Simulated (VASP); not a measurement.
# Rb: single point with PBE

Rb:

```
Rb
1.0
     5.03446    0.00000    0.00000
    -2.51723    4.35997    0.00000
     0.00000    0.00000    8.33680
Rb
2
Direct
  0.33333 0.66667 0.25000
  0.66667 0.33333 0.75000
```

This isn't the form of Rb at room conditions, which is bcc.

```json
{
  "Program": "VASP 6.6.1",
  "Task": "single point",
  "Functional": "PBE",
  "Potentials or basis": "VASP PAW PBE potentials, release 64 (Rb_sv)",
  "Cutoff": "520 eV",
  "k mesh": "11 × 11 × 6",
  "Occupations": "fermi-dirac, width 0.03 eV",
  "Spin": "no spin polarisation"
}
```

| Property | Result |
| --- | --- |
| Pressure | 0.0 GPa |
| Band gap on the k mesh | zero (bands 9 and 10 overlap by 2.24 eV) |

Levels at points of the mesh, in eV from the Fermi level:
```csv
k point,band 6,band 7,band 8,band 9,band 10,band 11,band 12,band 13
"(0.00, 0.00, 0.00)",-12.97,-12.96,-12.96,-1.99,0.08,0.59,3.46,3.47
"(0.00, 0.00, 0.50)",-12.97,-12.97,-12.97,-1.33,-1.33,2.24,2.24,3.51
```

Wall time 110 s on 1 thread of Oxide Virtual Turin-like Processor (shared host), peak memory 0.35 GiB.
